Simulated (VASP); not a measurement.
Wanted: the native input for a VASP 6.6.1 run.

| Quantity | Value |
| --- | --- |
| Task | relaxation of cell and atoms |
| Functional | r2SCAN |
| Potentials or basis | VASP PAW PBE potentials, release 64 (Ta_pv, N) |
| Cutoff | 600 eV |
| k mesh | 13 × 13 × 12 |
| Occupations | fermi-dirac, width 0.1 eV |
| Spin | no spin polarisation |
| Dipole correction | no |
| Further INCAR settings | ALGO = Normal; EDIFF = 1e-06; IBRION = 2; EDIFFG = -0.005; NSW = 50; ISIF = 3 |

Crystal: TaN.

```xyz
2
Lattice="2.9380 0.0000 0.0000 -1.4690 2.5444 0.0000 0.0000 0.0000 2.8830" Properties=species:S:1:pos:R:3 pbc="T T T"
Ta    0.0000    1.6963    1.4415
N     0.0000    0.0000    0.0000
```

One way to write it, as run:

POSCAR

```
TaN
1.0
    2.9380000000      0.0000000000      0.0000000000
   -1.4690000000      2.5443826400      0.0000000000
    0.0000000000      0.0000000000      2.8830000000
Ta N
1 1
Direct
    0.3333333327      0.6666666654      0.5000000000
    0.0000000000      0.0000000000      0.0000000000
```

INCAR.step1

```
PREC = Accurate ; ENCUT = 600
ISMEAR = -1 ; SIGMA = 0.1
LREAL = F ; LASPH = T
NELM = 80 ; GGA = PE
ALGO = Normal ; EDIFF = 1E-4
LWAVE = T ; LCHARG = F
```

INCAR.step2

```
PREC = Accurate ; ENCUT = 600
EDIFF = 1E-6 ; ISMEAR = -1
SIGMA = 0.1 ; LREAL = F
LASPH = T ; NELM = 80
ALGO = Normal ; ISIF = 3
LWAVE = F ; LCHARG = F
METAGGA = R2SCAN ; LMIXTAU = T
IBRION = 2 ; NSW = 50
EDIFFG = -0.005 ; ISTART = 1
```

KPOINTS

```
Automatic mesh
0
Gamma
  13 13 12
```

Potentials or basis: VASP PAW PBE potentials, release 64 (Ta_pv, N).

Run with:

```bash
$ cat potpaw_PBE.64/Ta_pv/POTCAR potpaw_PBE.64/N/POTCAR > POTCAR
$ cp INCAR.step1 INCAR
$ mpirun -np 1 vasp_std > vasp.out
$ cp INCAR.step2 INCAR
$ mpirun -np 1 vasp_std > vasp.out
```

It gave:

```
Relaxed volume                        : 10.82 Å³/atom
Relaxed cell                          : a = 2.941 Å, b = 2.941 Å, c = 2.889 Å, α = 90.00°, β = 90.00°, γ = 120.00°
Space group after relaxing (to 0.1 Å) : P-6m2 (No. 187)
Energy gained by relaxing             : 0.2 meV/atom
Ionic steps                           : 8
Pressure after relaxing               : 0.0 GPa
Band gap on the k mesh                : zero (bands 8 and 9 overlap by 0.37 eV)
```

Caveat: the PAW data sets were made with another functional, which shifts forces and pressure a little; spin-orbit coupling is left out, which moves the levels of the heavy elements.

Wall time 4.6 min on 1 thread of Intel(R) Xeon(R) 6975P-C (Granite Rapids), with other jobs on the host, peak memory 0.19 GiB.
